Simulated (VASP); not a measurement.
# Li27H26F (a cell with a defect) in VASP: electric field gradients with PBE

Aim: the electric field gradients of Li27H26F (a cell with a defect) with PBE.

Program: VASP 6.6.1. These are calculated values, not measurements. Logs are shortened: lines on timing, memory, paths and dates and some standing lists are left out, and cuts for length are marked.

## 1. The cell of the first run

The cell holds a defect, 54 atoms: a = 8.522 Å, b = 8.522 Å, c = 8.522 Å, α = 60.00°, β = 60.00°, γ = 60.00°.

## 2. Electric field gradients, PBE

INCAR

```
SYSTEM = Li27H26F
PREC     = Accurate       ! precision mode
ENCUT    = 520            ! plane-wave cutoff, eV
EDIFF    = 1E-8           ! SCF threshold, eV
ISMEAR   = -1             ! smearing method
SIGMA    = 0.01           ! smearing width, eV
LREAL    = Auto         
LASPH    = .TRUE.         ! aspherical terms in the spheres
NELM     = 80             ! most SCF steps
ALGO     = Normal         ! electronic algorithm
ISIF     = 2              ! what is computed and relaxed
LWAVE    = .FALSE.        ! write WAVECAR
LCHARG   = .FALSE.        ! write CHGCAR
GGA      = PE             ! functional
LEFG     = .TRUE.       
NBANDS   = 90             ! bands
```

KPOINTS

```
regular mesh
0
G
  3 3 3
  0 0 0
```

POSCAR

```
Li27H26F
1.0
    0.0000000000      6.0258581757      6.0258581757
    6.0258581757      0.0000000000      6.0258581757
    6.0258581757      6.0258581757      0.0000000000
Li F H
27 1 26
Direct
    0.0000000000      0.0000000000      0.0000000000
    0.0000000000      0.0000000000      0.3333333333
    0.0000000000      0.0000000000      0.6666666667
    0.0000000000      0.3333333333      0.0000000000
    0.0000000000      0.3333333333      0.3333333333
    0.0000000000      0.3333333333      0.6666666667
    0.0000000000      0.6666666667      0.0000000000
    0.0000000000      0.6666666667      0.3333333333
    0.0000000000      0.6666666667      0.6666666667
    0.3333333333      0.0000000000      0.0000000000
    0.3333333333      0.0000000000      0.3333333333
    0.3333333333      0.0000000000      0.6666666667
    0.3333333333      0.3333333333      0.0000000000
    0.3333333333      0.3333333333      0.3333333333
    0.3333333333      0.3333333333      0.6666666667
    0.3333333333      0.6666666667      0.0000000000
    0.3333333333      0.6666666667      0.3333333333
    0.3333333333      0.6666666667      0.6666666667
    0.6666666667      0.0000000000      0.0000000000
    0.6666666667      0.0000000000      0.3333333333
    0.6666666667      0.0000000000      0.6666666667
    0.6666666667      0.3333333333      0.0000000000
    0.6666666667      0.3333333333      0.3333333333
    0.6666666667      0.3333333333      0.6666666667
    0.6666666667      0.6666666667      0.0000000000
    0.6666666667      0.6666666667      0.3333333333
    0.6666666667      0.6666666667      0.6666666667
    0.1666666667      0.1666666667      0.1666666667
    0.1666666667      0.1666666667      0.5000000000
    0.1666666667      0.1666666667      0.8333333333
    0.1666666667      0.5000000000      0.1666666667
    0.1666666667      0.5000000000      0.5000000000
    0.1666666667      0.5000000000      0.8333333333
    0.1666666667      0.8333333333      0.1666666667
    0.1666666667      0.8333333333      0.5000000000
    0.1666666667      0.8333333333      0.8333333333
    0.5000000000      0.1666666667      0.1666666667
    0.5000000000      0.1666666667      0.5000000000
    0.5000000000      0.1666666667      0.8333333333
    0.5000000000      0.5000000000      0.1666666667
    0.5000000000      0.5000000000      0.5000000000
    0.5000000000      0.5000000000      0.8333333333
    0.5000000000      0.8333333333      0.1666666667
    0.5000000000      0.8333333333      0.5000000000
    0.5000000000      0.8333333333      0.8333333333
    0.8333333333      0.1666666667      0.1666666667
    0.8333333333      0.1666666667      0.5000000000
    0.8333333333      0.1666666667      0.8333333333
    0.8333333333      0.5000000000      0.1666666667
    0.8333333333      0.5000000000      0.5000000000
    0.8333333333      0.5000000000      0.8333333333
    0.8333333333      0.8333333333      0.1666666667
    0.8333333333      0.8333333333      0.5000000000
    0.8333333333      0.8333333333      0.8333333333
```

Potentials or basis: VASP PAW PBE potentials, release 64 (Li_sv, F, H).

Launch:

```console
$ cat potpaw_PBE.64/Li_sv/POTCAR potpaw_PBE.64/F/POTCAR potpaw_PBE.64/H/POTCAR > POTCAR
$ mpirun -np 1 vasp_std > vasp.out
```

OUTCAR:

```text
SYSTEM = Li27H26F
   PREC = Accurate
   ENCUT = 520
   EDIFF = 1E-8
   ISMEAR = -1
   LREAL = Auto
   LASPH = .TRUE.
   NELM = 80
   ISIF = 2
   GGA = PE

 ion  position               nearest neighbor table
   1  0.000  0.000  0.000-
   2  0.000  0.000  0.333-  28 2.01
   3  0.000  0.000  0.667-
   4  0.000  0.333  0.000-  28 2.01
   5  0.000  0.333  0.333-  28 2.01
   6  0.000  0.333  0.667-
   7  0.000  0.667  0.000-
   8  0.000  0.667  0.333-
   9  0.000  0.667  0.667-
  10  0.333  0.000  0.000-  28 2.01
  11  0.333  0.000  0.333-  28 2.01
  12  0.333  0.000  0.667-
  13  0.333  0.333  0.000-  28 2.01
  14  0.333  0.333  0.333-
  15  0.333  0.333  0.667-
  16  0.333  0.667  0.000-
  17  0.333  0.667  0.333-
  18  0.333  0.667  0.667-
  19  0.667  0.000  0.000-
  20  0.667  0.000  0.333-
  21  0.667  0.000  0.667-
  22  0.667  0.333  0.000-
  23  0.667  0.333  0.333-
  24  0.667  0.333  0.667-
  25  0.667  0.667  0.000-
  26  0.667  0.667  0.333-
  27  0.667  0.667  0.667-
  28  0.167  0.167  0.167-   5 2.01  11 2.01  13 2.01  10 2.01   4 2.01   2 2.01
  29  0.167  0.167  0.500-
  30  0.167  0.167  0.833-
  31  0.167  0.500  0.167-
  32  0.167  0.500  0.500-
  33  0.167  0.500  0.833-
  34  0.167  0.833  0.167-
[... 18 lines left out ...]
  53  0.833  0.833  0.500-
  54  0.833  0.833  0.833-

  LATTYP: Found a face centered cubic cell.
 ALAT       =    12.0517163514

  Lattice vectors:

 A1 = (   0.0000000000,   6.0258581757,   6.0258581757)
 A2 = (   6.0258581757,   0.0000000000,   6.0258581757)
 A3 = (   6.0258581757,   6.0258581757,   0.0000000000)

Analysis of symmetry for initial positions (statically):
=====================================================================
 Subroutine PRICEL returns:
 Original cell was already a primitive cell.

 Routine SETGRP: Setting up the symmetry group for a
 face centered cubic supercell.

 Subroutine GETGRP returns: Found 48 space group operations
 (whereof  6 operations were pure point group operations)
 out of a pool of 48 trial point group operations.

The static configuration has the point symmetry C_3v.
 The point group associated with its full space group is O_h .

Analysis of symmetry for dynamics (positions and initial velocities):
=====================================================================
 Subroutine PRICEL returns:
 Original cell was already a primitive cell.

 Routine SETGRP: Setting up the symmetry group for a
 face centered cubic supercell.

 Subroutine GETGRP returns: Found 48 space group operations
 (whereof  6 operations were pure point group operations)
 out of a pool of 48 trial point group operations.

The dynamic configuration has the point symmetry C_3v.
 The point group associated with its full space group is O_h .

 Subroutine INISYM returns: Found 48 space group operations
 (whereof  6 operations are pure point group operations),
 and found     1 'primitive' translations

----------------------------------------------------------------------------------------

                                     Primitive cell

  volume of cell :     437.6095

[... 172 lines left out ...]
   LREAL  =      T    real-space projection
   EDIFFG = 0.1E-06   stopping-criterion for IOM
   NSW    =      0    number of steps for IOM
   IBRION =     -1    ionic relax: 0-MD 1-quasi-New 2-CG
   NFREE  =      0    steps in history (QN), initial steepest desc. (CG)
   ISIF   =      2    stress and relaxation
   ISYM   =      2    0-nonsym 1-usesym 2-fastsym
   POTIM  = 0.5000    time-step for ionic-motion
   TEBEG  =    0.0;   TEEND  =   0.0 temperature during run
   PSTRESS=    0.0 pullay stress
   NELECT =     114.0000    total number of electrons
   NUPDOWN=      -1.0000    fix difference up-down
   EMIN   =  10.00;   EMAX   =-10.00  energy-range for DOS
   EFERMI =   0.00;   METHOD = LEGACY
   ISMEAR =    -1;   SIGMA  =   0.01  broadening in eV -4-tet -1-fermi 0-gaus
   EFERMI_NEDOS =   21; number of points for ismear=-14 and -15
   IALGO  =     38    algorithm
   IMIX   =      4    mixing-type and parameters
     AMIX     =   0.40;   BMIX     =  1.00
     AMIX_MAG =   1.60;   BMIX_MAG =  1.00
  volume/ion in A,a.u.               =       8.10        54.69
  Fermi-wavevector in a.u.,A,eV,Ry     =   1.045557  1.975815 14.873734  1.093189
  Thomas-Fermi vector in A             =   2.180357
   LORBIT       =      0    0 simple, 1 ext, 2 COOP (PROOUT), +10 PAW based schemes
   GGA     = PE    functional components
   LHFCALC =     F    Hartree Fock is set to
   AEXX    =    0.0000 exact exchange contribution
   IVDW    =     0    specifies the selected vdW correction
   LEPSILON=     F    determine dielectric tensor
   LRPA    =     F    only Hartree local field effects (RPA)
 non-spin polarized calculation
  energy-cutoff  :      520.00
  volume of cell :      437.61
 maximum number of plane-waves:     11806
   NGX = 31   NGY = 31   NGZ = 31

 number of electron     113.9999999 magnetization

 Free energy of the ion-electron system (eV)
  ---------------------------------------------------
  ext. energy  EPLUGINS =         0.00000000
  ---------------------------------------------------
  free energy    TOTEN  =      -168.79294524 eV

  energy without entropy =     -168.79294524  energy(sigma->0) =     -168.79294524

 E-fermi :   0.3045     XC(G=0):  -8.5461

 val. band max:        0.0294228603   @ k =  -0.3333   0.3333   0.0000
 cond. band min:       3.5304453160   @ k =  -0.3333   0.3333   0.0000
 fundamental gap:      3.5010224557
 Fermi energy:         0.3044769656

 k-point     1 :       0.0000    0.0000    0.0000
  band No.  band energies     occupation
      1     -44.1904      2.00000
      2     -44.1703      2.00000
      3     -44.1703      2.00000
      4     -44.1703      2.00000
      5     -44.1616      2.00000
      6     -44.1616      2.00000
[... 277 lines left out ...]
     68       5.6419      0.00000
     69       5.6618      0.00000
 [bands above 69 left out]

------------------------ aborting loop because EDIFF is reached ----------------------------------------

  FORCE on cell =-STRESS in cart. coord.  units (eV):
  Direction    XX          YY          ZZ          XY          YZ          ZX
  --------------------------------------------------------------------------------------
  -------------------------------------------------------------------------------------
  Total       -1.0355191     -1.0355191     -1.0355191     -0.0000000      0.0000000      0.0000000
  in kB       -3.7912461     -3.7912461     -3.7912461     -0.0000000      0.0000000      0.0000000
  external PRESSURE =      -3.7912461 kB  Pullay stress =       0.0000000 kB

 VOLUME and BASIS-vectors are now :
 -----------------------------------------------------------------------------
  energy-cutoff  :      520.00
  volume of cell :      437.61
      direct lattice vectors                 reciprocal lattice vectors
     0.000000000  6.025858176  6.025858176    -0.082975733  0.082975733  0.082975733
     6.025858176  0.000000000  6.025858176     0.082975733 -0.082975733  0.082975733
     6.025858176  6.025858176  0.000000000     0.082975733  0.082975733 -0.082975733

 POSITION                                       TOTAL-FORCE (eV/Angst)
 -----------------------------------------------------------------------------------
      0.00000      0.00000      0.00000        -0.012218     -0.012218     -0.012218
      2.00862      2.00862      0.00000        -0.000000      0.000000      0.021197
      4.01724      4.01724      0.00000         0.012218      0.012218     -0.012218
      2.00862      0.00000      2.00862        -0.000000      0.021197     -0.000000
      4.01724      2.00862      2.00862        -0.021197      0.000000     -0.000000
      6.02586      4.01724      2.00862        -0.004485      0.004485     -0.000000
[... 46 lines left out ...]
      8.03448      8.03448     10.04310        -0.000000      0.000000      0.003156
     10.04310     10.04310     10.04310         0.000637      0.000637      0.000637
 -----------------------------------------------------------------------------------
    total drift:                                0.000001      0.000001      0.000001

  FREE ENERGIE OF THE ION-ELECTRON SYSTEM (eV)
  ---------------------------------------------------
  free  energy   TOTEN  =      -168.7929452446 eV

  energy  without entropy=     -168.7929452446  energy(sigma->0) =     -168.79294524

 Electric field gradients (V/A^2)
---------------------------------------------------------------------
 ion       V_xx      V_yy      V_zz      V_xy      V_xz      V_yz
---------------------------------------------------------------------
   1       0.000     0.000     0.000     0.020     0.020     0.020
   2      -0.073    -0.073     0.147     0.007     0.003     0.003
   3      -0.001    -0.001     0.001     0.021    -0.011    -0.011
   4      -0.073     0.147    -0.073     0.003     0.007     0.003
   5       0.143    -0.072    -0.072     0.004     0.004    -0.000
   6      -0.002     0.003    -0.001    -0.006     0.005    -0.000
[... 46 lines left out ...]
  53      -0.009    -0.009     0.017     0.000    -0.001    -0.001
  54      -0.000    -0.000    -0.000    -0.001    -0.001    -0.001
---------------------------------------------------------------------

 Electric field gradients after diagonalization (V/A^2)
 (convention: |V_zz| > |V_xx| > |V_yy|)
----------------------------------------------------------------------
 ion       V_xx      V_yy      V_zz     asymmetry (V_yy - V_xx)/ V_zz
----------------------------------------------------------------------
   1      -0.020    -0.020     0.040       0.000
   2      -0.080    -0.067     0.147       0.093
   3      -0.021    -0.007     0.029       0.488
   4      -0.080    -0.067     0.147       0.093
   5      -0.072    -0.071     0.143       0.007
   6       0.008     0.000    -0.008       0.957
[... 46 lines left out ...]
  53      -0.009    -0.009     0.017       0.001
  54       0.001     0.001    -0.001       0.000
----------------------------------------------------------------------

           NMR quadrupolar parameters

 Cq : quadrupolar parameter    Cq=e*Q*V_zz/h
 eta: asymmetry parameters     (V_yy - V_xx)/ V_zz
 Q  : nuclear electric quadrupole moment in mb (millibarn)
----------------------------------------------------------------------
 ion       Cq(MHz)       eta       Q (mb)
----------------------------------------------------------------------
   1       0.000       0.000       1.000
   2       0.000       0.093       1.000
   3       0.000       0.488       1.000
   4       0.000       0.093       1.000
   5       0.000       0.007       1.000
   6      -0.000       0.957       1.000
[... 46 lines left out ...]
  53       0.000       0.001       1.000
  54      -0.000       0.000       1.000
----------------------------------------------------------------------
```

It took 18 min on 1 thread of Intel Xeon 8259CL, shared host; peak memory 0.59 GiB.

What came out:

| Property | Result |
| --- | --- |
| Free energy | -168.7929 eV |
| Largest force | 0.033 eV/Å |
| Band gap on the k mesh | 3.50 eV |
| Largest electric field gradient by atom | Li +0.04, +0.15, +0.03, +0.14, +0.01, +0.00 (each value once); F +0.01; H +0.12, -0.00, +0.02, +0.00 (each value once) V/Å² |

Forces on the atoms (eV/Å):
```
Li  -0.012 -0.012 -0.012
Li   0.000  0.000  0.021
Li   0.012  0.012 -0.012
Li   0.000  0.021  0.000
Li  -0.021  0.000  0.000
Li  -0.004  0.004  0.000
Li   0.012 -0.012  0.012
Li  -0.004  0.000  0.004
Li   0.000  0.004  0.004
Li   0.021  0.000  0.000
Li   0.000 -0.021  0.000
Li   0.004 -0.004  0.000
Li   0.000  0.000 -0.021
Li   0.012  0.012  0.012
Li  -0.012 -0.012  0.012
Li   0.004  0.000 -0.004
Li  -0.012  0.012 -0.012
Li   0.000 -0.004 -0.004
Li  -0.012  0.012  0.012
Li   0.000 -0.004  0.004
Li   0.004  0.000  0.004
Li   0.000  0.004 -0.004
Li   0.012 -0.012 -0.012
Li  -0.004  0.000 -0.004
Li   0.004  0.004  0.000
Li  -0.004 -0.004  0.000
Li   0.000  0.000  0.000
F    0.000  0.000  0.000
H    0.023  0.023  0.000
H   -0.023 -0.023  0.000
H    0.023  0.000  0.023
H   -0.001  0.001  0.001
H    0.000 -0.023  0.023
H   -0.023  0.000 -0.023
H    0.000  0.023 -0.023
H    0.001 -0.001 -0.001
H    0.000  0.023  0.023
H    0.001 -0.001  0.001
H   -0.023  0.000  0.023
H    0.001  0.001 -0.001
H   -0.001 -0.001 -0.001
H    0.000  0.000 -0.003
H   -0.023  0.023  0.000
H    0.000 -0.003  0.000
H    0.003  0.000  0.000
H    0.000 -0.023 -0.023
H    0.023  0.000 -0.023
H   -0.001  0.001 -0.001
H    0.023 -0.023  0.000
H   -0.003  0.000  0.000
H    0.000  0.003  0.000
H   -0.001 -0.001  0.001
H    0.000  0.000  0.003
H    0.001  0.001  0.001
```

Levels at points of the mesh, in eV from the valence-band top:
| k point | band 53 | band 54 | band 55 | band 56 | band 57 | band 58 | band 59 | band 60 | band 61 | band 62 |
| --- | --- | --- | --- | --- | --- | --- | --- | --- | --- | --- |
| (0.00, 0.00, 0.00) | -0.95 | -0.95 | -0.87 | -0.87 | -0.87 | 5.12 | 5.12 | 5.12 | 5.14 | 5.14 |

Caveat: the cutoff is under 1.25 times the usual one of these potentials, so pressure, stress and relaxed cells hold a basis-set (Pulay) error; without QUAD_EFG the Cq values of the log hold for a quadrupole moment of 1 mb, not for the nuclei.
